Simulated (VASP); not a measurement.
## InSb: single point with PBE

InSb:

```
CELL_PARAMETERS angstrom
-2.95816 2.95816 1.48835
2.95816 -2.95816 1.48835
2.95816 2.95816 -1.48835
ATOMIC_POSITIONS crystal
In 0.25000 0.75000 0.50000
Sb 0.00000 0.00000 0.00000
```

```
Program                : VASP 6.6.1
Task                   : single point
Functional             : PBE
Potentials or basis    : VASP PAW PBE potentials, release 64 (In_d, Sb)
Cutoff                 : 520 eV
k mesh                 : 16 × 16 × 16
Occupations            : gaussian, width 0.15 eV
Spin                   : no spin polarisation
Dipole correction      : no
Further INCAR settings : ALGO = Normal; EDIFF = 1e-07; NBANDS = 16
```

- Pressure: 5.2 GPa
- Band gap on the k mesh: zero (bands 9 and 10 overlap by 4.01 eV)

Stress tensor (GPa, compression positive):
```
 2.68  0.00  0.00
 0.00  2.68  0.00
 0.00  0.00 10.27
```

Levels at points of the mesh, in eV from the Fermi level:
```csv
k point,band 6,band 7,band 8,band 9,band 10,band 11,band 12,band 13
"(0.00, 0.00, 0.00)",-11.91,-3.86,-2.53,-2.53,2.90,6.02,6.02,6.40
"(0.50, 0.00, 0.00)",-7.64,-5.14,-2.18,-1.27,-0.97,2.61,3.07,5.11
"(0.50, 0.50, 0.00)",-10.86,-7.87,-0.84,1.14,1.37,1.38,5.83,9.33
"(0.50, 0.50, 0.50)",-9.89,-5.94,-5.08,-5.08,5.45,7.49,8.55,8.55
```

Run time: 7.6 min on 1 thread of Intel Xeon 8259CL, on a shared host, peak memory 0.44 GiB.

Caveat: the stress differs along the axes, from 3 to 10 GPa; spin-orbit coupling is left out, which moves the levels of the heavy elements.
